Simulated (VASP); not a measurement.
# SnO2 (R-3m) in VASP: a series of runs, part 2 of 2

VASP 6.6.1. Earlier steps stand in the parts before.

**4. Single point, PBE (atoms shifted along a free coordinate)**

The input, INCAR:

```
SYSTEM = SnO2
PREC = Accurate
ENCUT = 520
EDIFF = 1E-7
ISMEAR = 0
SIGMA = 0.05
LREAL = .False.
LASPH = .True.
NELM = 60
ALGO = Normal
ISIF = 2
LWAVE = .False.
LCHARG = .True.
GGA = PE
LELF = .True.
LVHAR = .True.
NBANDS = 20
```

The input, KPOINTS:

```
regular mesh
0
Gamma
  12 12 12
  0 0 0
```

The input, POSCAR:

```
SnO2
1.0
    1.5874934052      0.9165397449      4.8292069647
   -1.5874934052      0.9165397449      4.8292069647
    0.0000000000     -1.8330794897      4.8292069648
Sn O
1 2
Direct
    0.5000000000      0.5000000000      0.5000000000
    0.2406435246      0.2406435246      0.2406435246
    0.7593564754      0.7593564754      0.7593564754
```

Potentials or basis: VASP PAW PBE potentials, release 64 (Sn_d, O).

Launch:

```sh
$ cat potpaw_PBE.64/Sn_d/POTCAR potpaw_PBE.64/O/POTCAR > POTCAR
$ mpirun -np 1 vasp_std > vasp.out
```

OUTCAR:

```text
SYSTEM = SnO2
   PREC = Accurate
   ENCUT = 520
   EDIFF = 1E-7
   ISMEAR = 0
   LREAL = .False.
   LASPH = .True.
   NELM = 60
   ISIF = 2
   GGA = PE

 ion  position               nearest neighbor table
   1  0.500  0.500  0.500-   2 2.12   2 2.12   3 2.12   3 2.12   2 2.12   3 2.12
   2  0.241  0.241  0.241-   1 2.12   1 2.12   1 2.12
   3  0.759  0.759  0.759-   1 2.12   1 2.12   1 2.12

  LATTYP: Found a trigonal (rhomboedric) cell.
 ALAT       =     5.1654061141
 COS(alpha) =     0.8110943660

  Lattice vectors:

 A1 = (   1.5874934052,   0.9165397449,   4.8292069647)
 A2 = (  -1.5874934052,   0.9165397449,   4.8292069647)
 A3 = (   0.0000000000,  -1.8330794897,   4.8292069648)

Analysis of symmetry for initial positions (statically):
=====================================================================
 Subroutine PRICEL returns:
 Original cell was already a primitive cell.

 Routine SETGRP: Setting up the symmetry group for a
 trigonal (rhombohedral) supercell.

 Subroutine GETGRP returns: Found 12 space group operations
 (whereof 12 operations were pure point group operations)
 out of a pool of 12 trial point group operations.

The static configuration has the point symmetry D_3d.

Analysis of symmetry for dynamics (positions and initial velocities):
=====================================================================
 Subroutine PRICEL returns:
 Original cell was already a primitive cell.

 Routine SETGRP: Setting up the symmetry group for a
 trigonal (rhombohedral) supercell.

 Subroutine GETGRP returns: Found 12 space group operations
 (whereof 12 operations were pure point group operations)
 out of a pool of 12 trial point group operations.

The dynamic configuration has the point symmetry D_3d.

 Subroutine INISYM returns: Found 12 space group operations
 (whereof 12 operations are pure point group operations),
 and found     1 'primitive' translations

----------------------------------------------------------------------------------------

                                     Primitive cell

  volume of cell :      42.1590

  direct lattice vectors                    reciprocal lattice vectors
     1.587493405  0.916539745  4.829206965     0.314961938  0.181843360  0.069024446
    -1.587493405  0.916539745  4.829206965    -0.314961938  0.181843360  0.069024446
     0.000000000 -1.833079490  4.829206965     0.000000000 -0.363686720  0.069024446

  length of vectors
     5.165406114  5.165406114  5.165406114     0.370178881  0.370178881  0.370178881

  position of ions in fractional coordinates (direct lattice)
     0.500000000  0.500000000  0.500000000
     0.240643525  0.240643525  0.240643525
     0.759356475  0.759356475  0.759356475

  ion indices of the primitive-cell ions
   primitive index   ion index
                 1           1
                 2           2
                 3           3

----------------------------------------------------------------------------------------

 KPOINTS: regular mesh

Automatic generation of k-mesh.
 Grid dimensions read from file:
 generate k-points for:   12   12   12

 Generating k-lattice:

  Cartesian coordinates                     Fractional coordinates (reciprocal lattice)
     0.026246828  0.015153613  0.005752037     0.083333333  0.000000000 -0.000000000
    -0.026246828  0.015153613  0.005752037     0.000000000  0.083333333 -0.000000000
     0.000000000 -0.030307227  0.005752037    -0.000000000 -0.000000000  0.083333333

  Length of vectors
     0.030848240  0.030848240  0.030848240

  Shift w.r.t. Gamma in fractional coordinates (k-lattice)
     0.000000000  0.000000000  0.000000000

 Subroutine IBZKPT returns following result:
 ===========================================

 Found    189 irreducible k-points:

 Following reciprocal coordinates:
            Coordinates               Weight
  0.000000  0.000000  0.000000      1.000000
  0.083333  0.000000  0.000000      6.000000
  0.166667  0.000000  0.000000      6.000000
  0.250000  0.000000  0.000000      6.000000
  0.333333  0.000000  0.000000      6.000000
  0.416667  0.000000  0.000000      6.000000
[... 16 lines left out ...]
  0.500000  0.166667  0.000000     12.000000
 -0.416667  0.166667 -0.000000     12.000000
 [... further k-points ...]
   k-points           NKPTS =    189   k-points in BZ     NKDIM =    189   number of bands    NBANDS=     20
   number of dos      NEDOS =    301   number of ions     NIONS =      3
   total plane-waves  NPLWV =  64000
   dimension x,y,z NGX =    40 NGY =   40 NGZ =   40
   dimension x,y,z NGXF=    80 NGYF=   80 NGZF=   80
   ions per type =               1   2
   NGX,Y,Z   is equivalent  to a cutoff of  12.87, 12.87, 12.87 a.u.
   NGXF,Y,Z  is equivalent  to a cutoff of  25.75, 25.75, 25.75 a.u.
 SYSTEM =  SnO2
   PREC   = accura    normal or accurate (medium, high low for compatibility)
   ISTART =      0    job   : 0-new  1-cont  2-samecut
   ICHARG =      2    charge: 1-file 2-atom 10-const
   ISPIN  =      1    spin polarized calculation?
   LNONCOLLINEAR =      F non collinear calculations
   LSORBIT =      F    spin-orbit coupling
   LASPH  =      T    aspherical Exc in radial PAW
   ENCUT  =  520.0 eV  38.22 Ry    6.18 a.u.   9.60  9.60  9.60*2*pi/ulx,y,z
   NELM   =     60;   NELMIN=  2; NELMDL= -5     # of ELM steps
   EDIFF  = 0.1E-06   stopping-criterion for ELM
   LREAL  =      F    real-space projection
   EDIFFG = 0.1E-05   stopping-criterion for IOM
   NSW    =      0    number of steps for IOM
   IBRION =     -1    ionic relax: 0-MD 1-quasi-New 2-CG
   NFREE  =      0    steps in history (QN), initial steepest desc. (CG)
   ISIF   =      2    stress and relaxation
   ISYM   =      2    0-nonsym 1-usesym 2-fastsym
   POTIM  = 0.5000    time-step for ionic-motion
   TEBEG  =    0.0;   TEEND  =   0.0 temperature during run
   PSTRESS=    0.0 pullay stress
   NELECT =      26.0000    total number of electrons
   NUPDOWN=      -1.0000    fix difference up-down
   EMIN   =  10.00;   EMAX   =-10.00  energy-range for DOS
   EFERMI =   0.00;   METHOD = LEGACY
   ISMEAR =     0;   SIGMA  =   0.05  broadening in eV -4-tet -1-fermi 0-gaus
   EFERMI_NEDOS =   21; number of points for ismear=-14 and -15
   IALGO  =     38    algorithm
   IMIX   =      4    mixing-type and parameters
     AMIX     =   0.40;   BMIX     =  1.00
     AMIX_MAG =   1.60;   BMIX_MAG =  1.00
  volume/ion in A,a.u.               =      14.05        94.83
  Fermi-wavevector in a.u.,A,eV,Ry     =   1.393486  2.633306 26.419825  1.941802
  Thomas-Fermi vector in A             =   2.517127
   LORBIT       =      0    0 simple, 1 ext, 2 COOP (PROOUT), +10 PAW based schemes
   GGA     = PE    functional components
   LHFCALC =     F    Hartree Fock is set to
   AEXX    =    0.0000 exact exchange contribution
   IVDW    =     0    specifies the selected vdW correction
   LEPSILON=     F    determine dielectric tensor
   LRPA    =     F    only Hartree local field effects (RPA)
 non-spin polarized calculation
 Gauss-broadening in eV      SIGMA  =   0.05
  energy-cutoff  :      520.00
  volume of cell :       42.16
 maximum number of plane-waves:      1152
   NGX = 19   NGY = 19   NGZ = 19

 number of electron      26.0000001 magnetization

 Free energy of the ion-electron system (eV)
  ---------------------------------------------------
  ext. energy  EPLUGINS =         0.00000000
  ---------------------------------------------------
  free energy    TOTEN  =       -18.14195283 eV

  energy without entropy =      -18.14195283  energy(sigma->0) =      -18.14195283

 E-fermi :   3.7865     XC(G=0): -10.1829

 val. band max:        3.5365803041   @ k =  -0.1667   0.1667   0.0000
 cond. band min:       5.6669718529   @ k =   0.0000   0.0000   0.0000
 fundamental gap:      2.1303915488
 Fermi energy:         3.7864642098

 k-point     1 :       0.0000    0.0000    0.0000
  band No.  band energies     occupation
      1     -16.3959      2.00000
      2     -16.2418      2.00000
      3     -16.2418      2.00000
      4     -16.0289      2.00000
      5     -16.0289      2.00000
      6     -14.4602      2.00000
[... 12 lines left out ...]
     19      20.8976      0.00000
[... 513 lines left out ...]
      4     -15.9915      2.00000
      5     -15.9793      2.00000
      6     -12.7929      2.00000
[... 12 lines left out ...]
     19      16.9098      0.00000
     20      18.2746      0.00000

 [... further k-points ...]

------------------------ aborting loop because EDIFF is reached ----------------------------------------

  FORCE on cell =-STRESS in cart. coord.  units (eV):
  Direction    XX          YY          ZZ          XY          YZ          ZX
  --------------------------------------------------------------------------------------
  -------------------------------------------------------------------------------------
  Total        1.2403837      1.2403837     -0.9097402      0.0000000     -0.0000000      0.0000000
  in kB       47.1385629     47.1385629    -34.5730470      0.0000000     -0.0000000      0.0000000
  external PRESSURE =      19.9013596 kB  Pullay stress =       0.0000000 kB

 VOLUME and BASIS-vectors are now :
 -----------------------------------------------------------------------------
  energy-cutoff  :      520.00
  volume of cell :       42.16
      direct lattice vectors                 reciprocal lattice vectors
     1.587493405  0.916539745  4.829206965     0.314961938  0.181843360  0.069024446
    -1.587493405  0.916539745  4.829206965    -0.314961938  0.181843360  0.069024446
     0.000000000 -1.833079490  4.829206965     0.000000000 -0.363686720  0.069024446

 POSITION                                       TOTAL-FORCE (eV/Angst)
 -----------------------------------------------------------------------------------
      0.00000      0.00000      7.24381         0.000000      0.000000      0.000000
      0.00000      0.00000      3.48635        -0.000000     -0.000000     -0.509011
      0.00000      0.00000     11.00127        -0.000000      0.000000      0.509011
 -----------------------------------------------------------------------------------
    total drift:                                0.000000      0.000000      0.000000

  FREE ENERGIE OF THE ION-ELECTRON SYSTEM (eV)
  ---------------------------------------------------
  free  energy   TOTEN  =       -18.1419528332 eV

  energy  without entropy=      -18.1419528332  energy(sigma->0) =      -18.14195283
```

OSZICAR:

```text
N       E                     dE             d eps       ncg     rms          rms(c)
DAV:   1     0.257456665951E+03    0.25746E+03   -0.13987E+04  8088   0.192E+03
DAV:   2     0.859627637143E+01   -0.24886E+03   -0.23620E+03  8232   0.499E+02
DAV:   3    -0.201137131298E+02   -0.28710E+02   -0.28354E+02  8872   0.142E+02
DAV:   4    -0.209486619693E+02   -0.83495E+00   -0.83425E+00  8204   0.260E+01
DAV:   5    -0.209651805210E+02   -0.16519E-01   -0.16518E-01  9280   0.390E+00    0.105E+01
DAV:   6    -0.181617189705E+02    0.28035E+01   -0.11247E+01 11556   0.562E+01    0.441E+00
DAV:   7    -0.181579111896E+02    0.38078E-02   -0.66314E-01  7752   0.677E+00    0.210E+00
DAV:   8    -0.181424729702E+02    0.15438E-01   -0.65354E-02  7928   0.257E+00    0.498E-01
DAV:   9    -0.181414117035E+02    0.10613E-02   -0.98453E-03 10752   0.145E+00    0.898E-02
DAV:  10    -0.181419222882E+02   -0.51058E-03   -0.17784E-03  7860   0.341E-01    0.358E-02
DAV:  11    -0.181419493357E+02   -0.27048E-04   -0.48479E-05 10980   0.687E-02    0.201E-02
DAV:  12    -0.181419528318E+02   -0.34961E-05   -0.83699E-06  7928   0.266E-02    0.516E-03
DAV:  13    -0.181419528332E+02   -0.14002E-08   -0.84173E-07  9040   0.888E-03
   1 F= -.18141953E+02 E0= -.18141953E+02  d E =-.443241E-14
```

stdout:

```text
POSCAR found type information on POSCAR SnO
 POSCAR found :  2 types and       3 ions
 scaLAPACK will be used
 LDA part: xc-table for (Slater+PW92), standard interpolation
 POSCAR, INCAR and KPOINTS ok, starting setup
 FFT: planning ... GRIDC
 FFT: planning ... GRID_SOFT
 FFT: planning ... GRID
 WAVECAR not read
 entering main loop
```

Wall time 1.9 min (1 thread of Intel Xeon 6975P-C (Granite Rapids), shared host); peak memory 0.33 GiB.

What came out:

```yaml
Free_energy: -18.1420 eV
Pressure: 2.0 GPa
Largest_force: 0.509 eV/Å
Band_gap_on_the_k_mesh: 2.13 eV (least direct gap 2.20 eV)
```

Forces in eV/Å, atoms in the order of the input:
```
Sn   0.000  0.000  0.000
O    0.000  0.000 -0.509
O    0.000  0.000  0.509
```

Caveat: the cell differs from its parent crystal (atoms shifted along a free coordinate); spin-orbit coupling is left out, which moves the levels of the heavy elements. A k mesh can miss the band edges.

**5. Single point, PBE (atoms shifted along a free coordinate)**

The input, INCAR:

```
  PREC = Accurate
  ENCUT = 520
  EDIFF = 1E-6
  ISMEAR = 0
  SIGMA = 0.05
  LREAL = F
  LASPH = T
  NELM = 60
  ALGO = Normal
  ISIF = 2
  LWAVE = F
  LCHARG = F
  GGA = PE
  NBANDS = 20
```

The input, KPOINTS:

```
Automatic mesh
0
Gamma
  12 12 12
```

The input, POSCAR:

```
SnO2
1.0
    1.5874934052      0.9165397449      4.8292069647
   -1.5874934052      0.9165397449      4.8292069647
    0.0000000000     -1.8330794897      4.8292069648
Sn O
1 2
Direct
    0.5000000000      0.5000000000      0.5000000000
    0.2521652253      0.2521652253      0.2521652253
    0.7478347747      0.7478347747      0.7478347747
```

Launch:

```sh
$ cat potpaw_PBE.64/Sn_d/POTCAR potpaw_PBE.64/O/POTCAR > POTCAR
$ mpirun -np 1 vasp_std > vasp.out
```

Wall time 1.9 min (1 thread of Intel Xeon 6975P-C (Granite Rapids), shared host); peak memory 0.33 GiB.

Results (log left out):

```
Free energy            : -17.6138 eV
Pressure               : -9.0 GPa
Largest force          : 2.578 eV/Å
Band gap on the k mesh : 1.56 eV (least direct gap 1.57 eV)
```

Forces on the atoms (eV/Å):
```
Sn   0.000  0.000  0.000
O    0.000  0.000 -2.578
O    0.000  0.000  2.578
```

Stress tensor (GPa, compression positive):
```
 -2.95   0.00   0.00
  0.00  -2.95   0.00
  0.00   0.00 -21.25
```

Levels at points of the mesh, in eV from the valence-band top:
| k point | band 11 | band 12 | band 13 | band 14 | band 15 | band 16 |
| --- | --- | --- | --- | --- | --- | --- |
| (0.00, 0.00, 0.00) | -0.49 | -0.49 | -0.01 | 1.56 | 5.62 | 11.14 |
| (0.50, 0.00, 0.00) | -1.93 | -0.89 | -0.62 | 4.39 | 6.48 | 9.89 |
| (0.50, 0.50, 0.00) | -1.41 | -0.32 | -0.01 | 3.90 | 5.62 | 10.17 |
| (0.50, 0.50, 0.50) | -0.86 | -0.36 | -0.36 | 3.18 | 5.42 | 11.33 |

Caveat: the cell differs from its parent crystal (atoms shifted along a free coordinate); the cell stands under tension; spin-orbit coupling is left out, which moves the levels of the heavy elements; forces of over 1 eV/Å act on the atoms, so gaps and moduli don't describe the material at rest. A k mesh can miss the band edges.

**6. Single point, PBE (atoms shifted along a free coordinate)**

The input, INCAR:

```
SYSTEM = SnO2
PREC = Accurate
ENCUT = 520
EDIFF = 1E-7
ISMEAR = 0
SIGMA = 0.05
LREAL = .False.
LASPH = .True.
NELM = 80
ALGO = Normal
ISIF = 2
LWAVE = .False.
LCHARG = .False.
GGA = PE
NBANDS = 20
```

The input, KPOINTS:

```
Automatic mesh
0
Gamma
  12 12 12
  0 0 0
```

The input, POSCAR:

```
SnO2
1.0
    1.5874934052      0.9165397449      4.8292069647
   -1.5874934052      0.9165397449      4.8292069647
    0.0000000000     -1.8330794897      4.8292069648
Sn O
1 2
Direct
    0.5000000000      0.5000000000      0.5000000000
    0.2348826742      0.2348826742      0.2348826742
    0.7651173258      0.7651173258      0.7651173258
```

Potentials or basis: VASP PAW PBE potentials, release 64 (Sn_d, O).

Launch:

```sh
$ cat potpaw_PBE.64/Sn_d/POTCAR potpaw_PBE.64/O/POTCAR > POTCAR
$ mpirun -np 1 vasp_std > vasp.out
```

Run time: 2.2 min. Hardware: 1 thread of Intel Xeon 6975P-C (Granite Rapids), shared host; peak memory 0.33 GiB.

Results (log left out):

```
Free energy            : -18.1275 eV
Pressure               : 9.4 GPa
Largest force          : 0.702 eV/Å
Band gap on the k mesh : 2.37 eV (least direct gap 2.61 eV)
```

Forces on the atoms (eV/Å):
```
Sn   0.000  0.000  0.000
O    0.000  0.000  0.702
O    0.000  0.000 -0.702
```

Stress tensor (GPa, compression positive):
```
11.36  0.00  0.00
 0.00 11.36  0.00
 0.00  0.00  5.36
```

Levels at points of the mesh, in eV from the valence-band top:
```
           k point  band 11  band 12  band 13  band 14  band 15  band 16
(0.00, 0.00, 0.00)    -0.86    -0.86    -0.24     2.37     6.06    11.60
(0.50, 0.00, 0.00)    -1.47    -0.52    -0.51     5.91     8.09    10.45
(0.50, 0.50, 0.00)    -1.19    -0.41    -0.03     5.65     7.28    11.24
(0.50, 0.50, 0.50)    -1.31    -0.82    -0.82     3.55     5.98    11.76
```

Caveat: the cell differs from its parent crystal (atoms shifted along a free coordinate); the cell stands under pressure; spin-orbit coupling is left out, which moves the levels of the heavy elements. A k mesh can miss the band edges.

**7. The runs side by side**

| cell | gap on the mesh (eV) | pressure (GPa) | largest force (eV/Å) |
| --- | --- | --- | --- |
| as given, atomic positions A | 2.77 | 39.8 | 4.98 |
| as given, atomic positions B | 2.57 | 18.1 | 2.03 |
| as given, atomic positions C | 2.13 | 2.0 | 0.51 |
| as given, atomic positions D | 1.56 | -9.0 | 2.58 |
| as given, atomic positions E | 2.37 | 9.4 | 0.70 |

Alike in all rows: task single point; level PBE; potentials or basis VASP PAW PBE potentials, release 64 (Sn_d, O); no spin polarisation; k mesh 12 × 12 × 12; cutoff (eV) 520; smearing gaussian 0.05 eV.

Caveats: spin-orbit coupling is left out, which moves the levels of the heavy elements; the cell stands under pressure (at least some runs); forces of over 1 eV/Å act on the atoms, so gaps and moduli don't describe the material at rest (at least some runs); the cell stands under tension (at least some runs).

Absolute energies hang on the potentials; compare differences alone.
